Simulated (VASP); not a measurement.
# BN (Fmm2) in VASP: a series of runs

BN is run at these levels: r2SCAN; tasks: single point.

Everything below comes from runs of VASP 6.6.1. Logs are shortened: lines on timing, memory, paths and dates and some standing lists are left out, and cuts for length are marked.

## 1. The cell of the first run

The structure is orthorhombic, space group Fmm2 (No. 42). Conventional cell: a = 2.417 Å, b = 6.749 Å, c = 4.183 Å, α = 90.00°, β = 90.00°, γ = 90.00°. Within 1.9 Å of B (site symmetry mm2) lie 3 N at 1.39 Å. Within 1.9 Å of N (site symmetry mm2) lie 3 B at 1.39 Å.

## 2. Single point, r2SCAN

The input, POSCAR:

```
BN
1.0
    0.0000000000      3.3746904938      2.0913378666
    1.2084374094      0.0000000000      2.0913378666
    1.2084374094      3.3746904938      0.0000000000
B N
1 1
Direct
    0.0000490000      0.0000490000      0.9999510000
    0.6666666667      0.6666666667      0.3333333333
```

The input, INCAR.step1:

```
SYSTEM = BN
PREC = Accurate
ENCUT = 520
ISMEAR = 1
SIGMA = 0.01
LREAL = .False.
LASPH = .True.
NELM = 80
NBANDS = 11
GGA = PE
ALGO = Normal
EDIFF = 1E-4
LWAVE = .True.
LCHARG = .False.
```

The input, INCAR.step2:

```
SYSTEM = BN
PREC = Accurate
ENCUT = 520
EDIFF = 1E-6
ISMEAR = 1
SIGMA = 0.01
LREAL = .False.
LASPH = .True.
NELM = 80
ALGO = Normal
ISIF = 2
LWAVE = .False.
LCHARG = .False.
METAGGA = R2SCAN
LMIXTAU = .True.
NBANDS = 11
ISTART = 1
```

The input, KPOINTS:

```
regular mesh
0
Gamma
  8 8 8
  0 0 0
```

Potentials or basis: VASP PAW PBE potentials, release 64 (B, N).

Command:

```bash
> cat potpaw_PBE.64/B/POTCAR potpaw_PBE.64/N/POTCAR > POTCAR
> cp INCAR.step1 INCAR
> mpirun -np 1 vasp_std > vasp.out
> cp INCAR.step2 INCAR
> mpirun -np 1 vasp_std > vasp.out
```

OUTCAR:

```text
SYSTEM = BN
   PREC = Accurate
   ENCUT = 520
   EDIFF = 1E-6
   ISMEAR = 1
   LREAL = .False.
   LASPH = .True.
   NELM = 80
   ISIF = 2
   METAGGA = R2SCAN
   ISTART = 1

 ion  position               nearest neighbor table
   1  0.000  0.000  1.000-   2 1.39   2 1.39   2 1.39
   2  0.667  0.667  0.333-   1 1.39   1 1.39   1 1.39

  LATTYP: Found a face centered orthorhombic cell.
 ALAT       =     2.4168748188
 B/A-ratio  =     1.7306133113
 C/A-ratio  =     2.7926067726

  Lattice vectors:

 A1 = (   0.0000000000,   3.3746904938,   2.0913378666)
 A2 = (  -1.2084374094,   3.3746904938,   0.0000000000)
 A3 = (  -1.2084374094,   0.0000000000,   2.0913378666)

Analysis of symmetry for initial positions (statically):
=====================================================================
 Subroutine PRICEL returns:
 Original cell was already a primitive cell.

 Routine SETGRP: Setting up the symmetry group for a
 face centered orthorhombic supercell.

 Subroutine GETGRP returns: Found  4 space group operations
 (whereof  4 operations were pure point group operations)
 out of a pool of  8 trial point group operations.

The static configuration has the point symmetry C_2v.

Analysis of symmetry for dynamics (positions and initial velocities):
=====================================================================
 Subroutine PRICEL returns:
 Original cell was already a primitive cell.

 Routine SETGRP: Setting up the symmetry group for a
 face centered orthorhombic supercell.

 Subroutine GETGRP returns: Found  4 space group operations
 (whereof  4 operations were pure point group operations)
 out of a pool of  8 trial point group operations.

The dynamic configuration has the point symmetry C_2v.

 Subroutine INISYM returns: Found  4 space group operations
 (whereof  4 operations are pure point group operations),
 and found     1 'primitive' translations

----------------------------------------------------------------------------------------

                                     Primitive cell

  volume of cell :      17.0574

  direct lattice vectors                    reciprocal lattice vectors
     0.000000000  3.374690494  2.091337867    -0.413757466  0.148161735  0.239081407
     1.208437409  0.000000000  2.091337867     0.413757466 -0.148161735  0.239081407
     1.208437409  3.374690494  0.000000000     0.413757466  0.148161735 -0.239081407

  length of vectors
     3.970167503  2.415370581  3.584530220     0.500306965  0.500306965  0.500306965

  position of ions in fractional coordinates (direct lattice)
     0.000049000  0.000049000  0.999951000
     0.666666667  0.666666667  0.333333333

  ion indices of the primitive-cell ions
   primitive index   ion index
                 1           1
                 2           2

----------------------------------------------------------------------------------------

 KPOINTS: regular mesh

Automatic generation of k-mesh.
 Grid dimensions read from file:
 generate k-points for:    8    8    8

 Generating k-lattice:

  Cartesian coordinates                     Fractional coordinates (reciprocal lattice)
    -0.051719683  0.018520217  0.029885176     0.125000000  0.000000000  0.000000000
     0.051719683 -0.018520217  0.029885176     0.000000000  0.125000000  0.000000000
     0.051719683  0.018520217 -0.029885176    -0.000000000 -0.000000000  0.125000000

  Length of vectors
     0.062538371  0.062538371  0.062538371

  Shift w.r.t. Gamma in fractional coordinates (k-lattice)
     0.000000000  0.000000000  0.000000000

 Subroutine IBZKPT returns following result:
 ===========================================

 Found     95 irreducible k-points:

 Following reciprocal coordinates:
            Coordinates               Weight
  0.000000  0.000000  0.000000      1.000000
  0.125000  0.000000  0.000000      8.000000
  0.250000  0.000000  0.000000      8.000000
  0.375000 -0.000000  0.000000      8.000000
  0.500000  0.000000  0.000000      4.000000
  0.125000  0.125000  0.000000      2.000000
[... 16 lines left out ...]
  0.250000  0.000000  0.125000      8.000000
  0.375000 -0.000000  0.125000      8.000000
 [... further k-points ...]
   k-points           NKPTS =     95   k-points in BZ     NKDIM =     95   number of bands    NBANDS=     11
   number of dos      NEDOS =    301   number of ions     NIONS =      2
   total plane-waves  NPLWV =  15120
   dimension x,y,z NGX =    30 NGY =   18 NGZ =   28
   dimension x,y,z NGXF=    60 NGYF=   36 NGZF=   56
   ions per type =               1   1
   NGX,Y,Z   is equivalent  to a cutoff of  12.56, 12.39, 12.99 a.u.
   NGXF,Y,Z  is equivalent  to a cutoff of  25.12, 24.78, 25.97 a.u.
 SYSTEM =  BN
   PREC   = accura    normal or accurate (medium, high low for compatibility)
   ISTART =      1    job   : 0-new  1-cont  2-samecut
   ICHARG =      0    charge: 1-file 2-atom 10-const
   ISPIN  =      1    spin polarized calculation?
   LNONCOLLINEAR =      F non collinear calculations
   LSORBIT =      F    spin-orbit coupling
   LASPH  =      T    aspherical Exc in radial PAW
   ENCUT  =  520.0 eV  38.22 Ry    6.18 a.u.   7.38  4.49  6.66*2*pi/ulx,y,z
   NELM   =     80;   NELMIN=  2; NELMDL=  0     # of ELM steps
   EDIFF  = 0.1E-05   stopping-criterion for ELM
   LREAL  =      F    real-space projection
[... 7 lines left out ...]
   TEBEG  =    0.0;   TEEND  =   0.0 temperature during run
   PSTRESS=    0.0 pullay stress
   NELECT =       8.0000    total number of electrons
   NUPDOWN=      -1.0000    fix difference up-down
   EMIN   =  10.00;   EMAX   =-10.00  energy-range for DOS
   EFERMI =   0.00;   METHOD = LEGACY
   ISMEAR =     1;   SIGMA  =   0.01  broadening in eV -4-tet -1-fermi 0-gaus
   EFERMI_NEDOS =   21; number of points for ismear=-14 and -15
   IALGO  =     38    algorithm
   IMIX   =      4    mixing-type and parameters
     AMIX     =   0.40;   BMIX     =  1.00
     AMIX_MAG =   1.60;   BMIX_MAG =  1.00
  volume/ion in A,a.u.               =       8.53        57.55
  Fermi-wavevector in a.u.,A,eV,Ry     =   1.271942  2.403622 22.012010  1.617837
  Thomas-Fermi vector in A             =   2.404848
   LORBIT       =      0    0 simple, 1 ext, 2 COOP (PROOUT), +10 PAW based schemes
   METAGGA = R2SCAN    functional components
   LHFCALC =     F    Hartree Fock is set to
   AEXX    =    0.0000 exact exchange contribution
   IVDW    =     0    specifies the selected vdW correction
   LEPSILON=     F    determine dielectric tensor
   LRPA    =     F    only Hartree local field effects (RPA)
 non-spin polarized calculation
 Methfessel and Paxton  Order N= 1 SIGMA  =   0.01
  energy-cutoff  :      520.00
  volume of cell :       17.06
 maximum number of plane-waves:       479
 NGX is ok and might be reduce to    30
   NGX = 15   NGY =  9   NGZ = 13

 number of electron       7.9999999 magnetization

 Free energy of the ion-electron system (eV)
  ---------------------------------------------------
  ext. energy  EPLUGINS =         0.00000000
  ---------------------------------------------------
  free energy    TOTEN  =       -19.13042918 eV

  energy without entropy =      -19.13042918  energy(sigma->0) =      -19.13042918

 E-fermi :   2.6497     XC(G=0): -10.8674

 val. band max:        2.5253715935   @ k =   0.5000  -0.3750   0.1250
 cond. band min:       6.8862101410   @ k =   0.0000   0.5000   0.5000
 fundamental gap:      4.3608385475
 Fermi energy:         2.6496517200

 k-point     1 :       0.0000    0.0000    0.0000
  band No.  band energies     occupation
      1     -17.1059      2.00000
      2      -2.5833      2.00000
      3       1.1393      2.00000
      4       1.1503      2.00000
      5       7.7858      0.00000
      6      15.6273      0.00000
      7      15.7003      0.00000
      8      18.1296      0.00000
      9      19.9746      0.00000
     10      31.5237      0.00000
     11      32.5571      0.00000

 k-point     2 :       0.1250    0.0000    0.0000
  band No.  band energies     occupation
      1     -16.7560      2.00000
      2      -2.2416      2.00000
      3      -0.1693      2.00000
      4       0.5089      2.00000
      5       8.5210      0.00000
      6      15.5718      0.00000
      7      16.7780      0.00000
      8      17.1559      0.00000
      9      21.0097      0.00000
     10      28.7293      0.00000
     11      32.1497      0.00000

 k-point     3 :       0.2500    0.0000    0.0000
  band No.  band energies     occupation
      1     -15.7561      2.00000
      2      -3.0378      2.00000
      3      -1.2157      2.00000
      4      -0.7311      2.00000
      5      10.3101      0.00000
      6      13.6946      0.00000
      7      15.4106      0.00000
      8      20.8874      0.00000
      9      22.9790      0.00000
     10      24.9050      0.00000
     11      29.8810      0.00000

 k-point     4 :       0.3750   -0.0000    0.0000
  band No.  band energies     occupation
      1     -14.3455      2.00000
      2      -5.9257      2.00000
      3      -1.7236      2.00000
      4       0.3090      2.00000
      5       9.5578      0.00000
      6      13.3977      0.00000
      7      15.6994      0.00000
      8      21.7778      0.00000
      9      24.8110      0.00000
     10      25.3961      0.00000
     11      28.2801      0.00000
[... 239 lines left out ...]
 k-point    22 :       0.1250    0.0000    0.1250
  band No.  band energies     occupation
      1     -17.0714      2.00000
      2      -2.9269      2.00000
      3       1.1408      2.00000
      4       1.1460      2.00000
      5       8.4977      0.00000
      6      15.6331      0.00000
      7      15.6807      0.00000
      8      18.0688      0.00000
      9      20.0406      0.00000
     10      31.1451      0.00000
     11      31.9685      0.00000

 k-point    23 :       0.2500    0.0000    0.1250
  band No.  band energies     occupation
      1     -16.6941      2.00000
      2      -2.8290      2.00000
      3      -0.1688      2.00000
      4       0.5089      2.00000
      5       9.7752      0.00000
      6      15.5455      0.00000
      7      16.9078      0.00000
      8      17.1719      0.00000
      9      20.9123      0.00000
     10      28.7753      0.00000
     11      31.4334      0.00000

 k-point    24 :       0.3750   -0.0000    0.1250
  band No.  band energies     occupation
      1     -15.6839      2.00000
      2      -3.0621      2.00000
      3      -1.8537      2.00000
      4      -0.7313      2.00000
      5      11.3483      0.00000
      6      14.5030      0.00000
      7      15.6001      0.00000
      8      20.8871      0.00000
      9      22.3578      0.00000
     10      25.4306      0.00000
     11      29.7857      0.00000

 [... further k-points ...]
[... 5 lines left out ...]
  --------------------------------------------------------------------------------------
  -------------------------------------------------------------------------------------
  Total        4.7429172      0.0367049      4.7379030      0.0000000      0.0000000      0.0000000
  in kB      445.4960123      3.4476477    445.0250315      0.0000000      0.0000000      0.0000000
  external PRESSURE =     297.9895638 kB  Pullay stress =       0.0000000 kB

 VOLUME and BASIS-vectors are now :
 -----------------------------------------------------------------------------
  energy-cutoff  :      520.00
  volume of cell :       17.06
      direct lattice vectors                 reciprocal lattice vectors
     0.000000000  3.374690494  2.091337867    -0.413757466  0.148161735  0.239081407
     1.208437409  0.000000000  2.091337867     0.413757466 -0.148161735  0.239081407
     1.208437409  3.374690494  0.000000000     0.413757466  0.148161735 -0.239081407

 POSITION                                       TOTAL-FORCE (eV/Angst)
 -----------------------------------------------------------------------------------
      1.20844      3.37469      0.00020         0.000000      0.000000      0.017053
      1.20844      3.37469      2.78845         0.000000      0.000000     -0.017053
 -----------------------------------------------------------------------------------
    total drift:                                0.000027     -0.000063      0.000079

  FREE ENERGIE OF THE ION-ELECTRON SYSTEM (eV)
  ---------------------------------------------------
  free  energy   TOTEN  =       -19.1304291820 eV

  energy  without entropy=      -19.1304291820  energy(sigma->0) =      -19.13042918
```

It took 88 s on 1 thread of AMD EPYC 9R45 (Zen 5), shared host; peak memory 0.11 GiB.

Results:

```
Free energy            : -19.1304 eV
Pressure               : 29.8 GPa
Largest force          : 0.017 eV/Å
Band gap on the k mesh : 4.36 eV, indirect (least direct gap 5.71 eV)
```

Forces in eV/Å, atoms in the order of the input:
```
B    0.000  0.000  0.017
N    0.000  0.000 -0.017
```

Caveat: the PAW data sets were made with another functional, which shifts forces and pressure a little. r2SCAN opens gaps a little over a GGA but as a rule still falls short of measured ones.

## 3. Single point, r2SCAN

This run uses another cell than the first one, of 8.77 Å³/atom, 1.028 times its volume.

The input, POSCAR:

```
BN
1.0
    0.0000000000      3.4056526866      2.1105255243
    1.2195246105      0.0000000000      2.1105255243
    1.2195246105      3.4056526866      0.0000000000
B N
1 1
Direct
    0.0000490000      0.0000490000      0.9999510000
    0.6666666667      0.6666666667      0.3333333333
```

The input, INCAR.step1:

```
PREC = Accurate
ENCUT = 520
ISMEAR = 1
SIGMA = 0.01
LREAL = False
LASPH = True
NELM = 60
NBANDS = 11
GGA = PE
ALGO = Normal
EDIFF = 1E-4
LWAVE = True
LCHARG = False
```

The input, INCAR.step2:

```
PREC = Accurate
ENCUT = 520
EDIFF = 1E-6
ISMEAR = 1
SIGMA = 0.01
LREAL = False
LASPH = True
NELM = 60
ALGO = Normal
ISIF = 2
LWAVE = False
LCHARG = False
METAGGA = R2SCAN
LMIXTAU = True
NBANDS = 11
ISTART = 1
```

The input, KPOINTS:

```
regular mesh
0
Gamma
  8 8 8
```

Potentials or basis: VASP PAW PBE potentials, release 64 (B, N).

Command:

```bash
> cat potpaw_PBE.64/B/POTCAR potpaw_PBE.64/N/POTCAR > POTCAR
> cp INCAR.step1 INCAR
> mpirun -np 1 vasp_std > vasp.out
> cp INCAR.step2 INCAR
> mpirun -np 1 vasp_std > vasp.out
```

OUTCAR:

```text
PREC = Accurate
   ENCUT = 520
   EDIFF = 1E-6
   ISMEAR = 1
   LREAL = False
   LASPH = True
   NELM = 60
   ISIF = 2
   METAGGA = R2SCAN
   ISTART = 1

 ion  position               nearest neighbor table
   1  0.000  0.000  1.000-   2 1.41   2 1.41   2 1.41
   2  0.667  0.667  0.333-   1 1.41   1 1.41   1 1.41

  LATTYP: Found a face centered orthorhombic cell.
 ALAT       =     2.4390492210
 B/A-ratio  =     1.7306133112
 C/A-ratio  =     2.7926067726

  Lattice vectors:

[... 521 lines left out ...]

 [... further k-points ...]

------------------------ aborting loop because EDIFF is reached ----------------------------------------

  FORCE on cell =-STRESS in cart. coord.  units (eV):
  Direction    XX          YY          ZZ          XY          YZ          ZX
  --------------------------------------------------------------------------------------
  -------------------------------------------------------------------------------------
  Total        3.4378886      0.0136495      3.4342638      0.0000000      0.0000000      0.0000000
  in kB      314.1889140      1.2474262    313.8576423      0.0000000      0.0000000      0.0000000
  external PRESSURE =     209.7646608 kB  Pullay stress =       0.0000000 kB

 VOLUME and BASIS-vectors are now :
 -----------------------------------------------------------------------------
  energy-cutoff  :      520.00
  volume of cell :       17.53
      direct lattice vectors                 reciprocal lattice vectors
     0.000000000  3.405652687  2.110525524    -0.409995826  0.146814736  0.236907820
     1.219524610  0.000000000  2.110525524     0.409995826 -0.146814736  0.236907820
     1.219524610  3.405652687  0.000000000     0.409995826  0.146814736 -0.236907820

 POSITION                                       TOTAL-FORCE (eV/Angst)
 -----------------------------------------------------------------------------------
      1.21952      3.40565      0.00021         0.000000      0.000000      0.015471
      1.21952      3.40565      2.81403         0.000000      0.000000     -0.015471
 -----------------------------------------------------------------------------------
    total drift:                                0.000028     -0.000074      0.000132

  FREE ENERGIE OF THE ION-ELECTRON SYSTEM (eV)
  ---------------------------------------------------
  free  energy   TOTEN  =       -19.2061174639 eV

  energy  without entropy=      -19.2061174639  energy(sigma->0) =      -19.20611746
```

OUTCAR.step1:

```text
PREC = Accurate
   ENCUT = 520
   ISMEAR = 1
   LREAL = False
   LASPH = True
[... 560 lines left out ...]
      1.21952      3.40565      0.00021         0.000000      0.000000      0.016760
      1.21952      3.40565      2.81403         0.000000      0.000000     -0.016760
 -----------------------------------------------------------------------------------
    total drift:                               -0.000005     -0.000015      0.000019

  FREE ENERGIE OF THE ION-ELECTRON SYSTEM (eV)
  ---------------------------------------------------
  free  energy   TOTEN  =       -17.4678491464 eV

  energy  without entropy=      -17.4678491464  energy(sigma->0) =      -17.46784915
```

Wall time 93 s (1 thread of AMD EPYC 9R45 (Zen 5), shared host); peak memory 0.11 GiB.

Results:

| Quantity | Value |
| --- | --- |
| Free energy | -19.2061 eV |
| Pressure | 21.0 GPa |
| Largest force | 0.015 eV/Å |
| Band gap on the k mesh | 4.35 eV, indirect (least direct gap 5.63 eV) |

Forces on the atoms (eV/Å):
```
B    0.000  0.000  0.015
N    0.000  0.000 -0.015
```

Stress tensor (GPa, compression positive):
```
31.42  0.00  0.00
 0.00  0.12  0.00
 0.00  0.00 31.39
```

Caveat: the PAW data sets were made with another functional, which shifts forces and pressure a little. r2SCAN opens gaps a little over a GGA but as a rule still falls short of measured ones.
